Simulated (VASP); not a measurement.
Wanted: the native input for a VASP 6.6.1 run.

* Task: relaxation of cell and atoms
* Functional: PBE
* Potentials or basis: VASP PAW PBE potentials, release 64 (Zr_sv, H)
* Cutoff: 600 eV
* k mesh: 12 × 12 × 12
* Occupations: gaussian, width 0.1 eV
* Spin: no spin polarisation
* Dipole correction: no
* Further INCAR settings: ALGO = Normal; EDIFF = 1e-07; IBRION = 2; EDIFFG = -0.01; NSW = 100; ISIF = 3

The structure of ZrH4 lies in POSCAR:

```
ZrH4
1.0
    3.1718833079      0.0000000000      0.0000000000
    0.0000000000      3.1718833079      0.0000000000
    0.0000000000      0.0000000000      3.1718833079
Zr H
1 4
Direct
    0.0000000000      0.0000000000      0.0000000000
    0.5000000000      0.5000000000      0.5000000000
    0.0000000000      0.5000000000      0.5000000000
    0.5000000000      0.0000000000      0.5000000000
    0.5000000000      0.5000000000      0.0000000000
```

One way to write it, as run:

INCAR

```
SYSTEM = ZrH4
PREC = Accurate
ENCUT = 600
EDIFF = 1E-7
ISMEAR = 0
SIGMA = 0.1
LREAL = .False.
LASPH = .True.
NELM = 60
ALGO = Normal
ISIF = 3
LWAVE = .False.
LCHARG = .False.
GGA = PE
IBRION = 2
NSW = 100
EDIFFG = -0.01
```

KPOINTS

```
regular mesh
0
Gamma
  12 12 12
  0 0 0
```

Potentials or basis: VASP PAW PBE potentials, release 64 (Zr_sv, H).

The run is started by

```console
$ cat potpaw_PBE.64/Zr_sv/POTCAR potpaw_PBE.64/H/POTCAR > POTCAR
$ mpirun -np 1 vasp_std > vasp.out
```

Results of the run:

```json
{"Pressure after relaxing": "0.1 GPa", "Band gap on the k mesh": "zero (bands 8 and 9 overlap by 3.49 eV)"}
```

Caveat: the relaxation stopped at its first step, so nothing moved.

Run time: 24 s on 1 thread of Intel(R) Xeon(R) Platinum 8488C (Sapphire Rapids) (shared host), peak memory 0.18 GiB.
